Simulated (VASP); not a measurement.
Input of a VASP 6.6.1 run:

The input POSCAR.step1:

```
CdS
1.0
    4.0215662496      0.0000000000      0.0000000000
   -2.0107831248      3.4827785352      0.0000000000
    0.0000000000      0.0000000000      6.5285040539
Cd S
2 2
Direct
    0.6666666667      0.3333333333      0.5000000000
    0.3333333333      0.6666666667      0.0000000000
    0.6666666667      0.3333333333      0.8750000000
    0.3333333333      0.6666666667      0.3750000000
```

POSCAR.step2

```
CdS
1.0
    4.0652823512      0.0000000000      0.0000000000
   -2.0326411756      3.5206377897      0.0000000000
    0.0000000000      0.0000000000      6.5994716144
Cd S
2 2
Direct
    0.6666666667      0.3333333333      0.5000000000
    0.3333333333      0.6666666667      0.0000000000
    0.6666666667      0.3333333333      0.8750000000
    0.3333333333      0.6666666667      0.3750000000
```

The input POSCAR.step3:

```
CdS
1.0
    4.1080779419      0.0000000000      0.0000000000
   -2.0540389709      3.5576998584      0.0000000000
    0.0000000000      0.0000000000      6.6689448420
Cd S
2 2
Direct
    0.6666666667      0.3333333333      0.5000000000
    0.3333333333      0.6666666667      0.0000000000
    0.6666666667      0.3333333333      0.8750000000
    0.3333333333      0.6666666667      0.3750000000
```

File POSCAR.step4:

```
CdS
1.0
    4.1500000000      0.0000000000      0.0000000000
   -2.0750000000      3.5940054257      0.0000000000
    0.0000000000      0.0000000000      6.7370000000
Cd S
2 2
Direct
    0.6666666667      0.3333333333      0.5000000000
    0.3333333333      0.6666666667      0.0000000000
    0.6666666667      0.3333333333      0.8750000000
    0.3333333333      0.6666666667      0.3750000000
```

File POSCAR.step5:

```
CdS
1.0
    4.1910917813      0.0000000000      0.0000000000
   -2.0955458907      3.6295919522      0.0000000000
    0.0000000000      0.0000000000      6.8037073086
Cd S
2 2
Direct
    0.6666666667      0.3333333333      0.5000000000
    0.3333333333      0.6666666667      0.0000000000
    0.6666666667      0.3333333333      0.8750000000
    0.3333333333      0.6666666667      0.3750000000
```

Contents of POSCAR.step6:

```
CdS
1.0
    4.2313932131      0.0000000000      0.0000000000
   -2.1156966065      3.6644940159      0.0000000000
    0.0000000000      0.0000000000      6.8691315847
Cd S
2 2
Direct
    0.6666666667      0.3333333333      0.5000000000
    0.3333333333      0.6666666667      0.0000000000
    0.6666666667      0.3333333333      0.8750000000
    0.3333333333      0.6666666667      0.3750000000
```

Contents of POSCAR.step7:

```
CdS
1.0
    4.2709412363      0.0000000000      0.0000000000
   -2.1354706181      3.6987436087      0.0000000000
    0.0000000000      0.0000000000      6.9333327973
Cd S
2 2
Direct
    0.6666666667      0.3333333333      0.5000000000
    0.3333333333      0.6666666667      0.0000000000
    0.6666666667      0.3333333333      0.8750000000
    0.3333333333      0.6666666667      0.3750000000
```

The input INCAR:

```
SYSTEM = CdS
  GGA = PE
  ISMEAR = 0
  SIGMA = 0.03
  LWAVE = .FALSE.
  LCHARG = .FALSE.
  ISIF = 2
  NSW = 0
  ENCUT = 580
  PREC = Accurate
  LASPH = .TRUE.
  LREAL = .FALSE.
  ALGO = Normal
  EDIFF = 1E-7
  NELM = 120
  GGA_COMPAT = .FALSE.
  EFERMI = MIDGAP
```

File KPOINTS:

```
k-points
0
Gamma
  6 6 4
```

Potentials or basis: VASP PAW PBE potentials, release 64 (Cd_sv_GW, S_GW).

Run with:

```bash
$ cat potpaw_PBE.64/Cd_sv_GW/POTCAR potpaw_PBE.64/S_GW/POTCAR > POTCAR
$ cp POSCAR.step1 POSCAR
$ mpirun -np 1 vasp_std > vasp.out
$ cp POSCAR.step2 POSCAR
$ mpirun -np 1 vasp_std > vasp.out
$ cp POSCAR.step3 POSCAR
$ mpirun -np 1 vasp_std > vasp.out
$ cp POSCAR.step4 POSCAR
$ mpirun -np 1 vasp_std > vasp.out
$ cp POSCAR.step5 POSCAR
$ mpirun -np 1 vasp_std > vasp.out
$ cp POSCAR.step6 POSCAR
$ mpirun -np 1 vasp_std > vasp.out
$ cp POSCAR.step7 POSCAR
$ mpirun -np 1 vasp_std > vasp.out
```

(1) What does it give for the equilibrium volume?

(2) Estimate the pressure derivative of the bulk modulus.

(3) What does it give for the bulk modulus at fixed shape and positions?

Results:

(1) 26.07 Å³/atom.

(2) 4.5.

(3) 53 GPa.

Caveat: the cell was scaled at fixed shape and fractional positions, which overstates the stiffness of a crystal with free parameters, most of all of layers and chains.
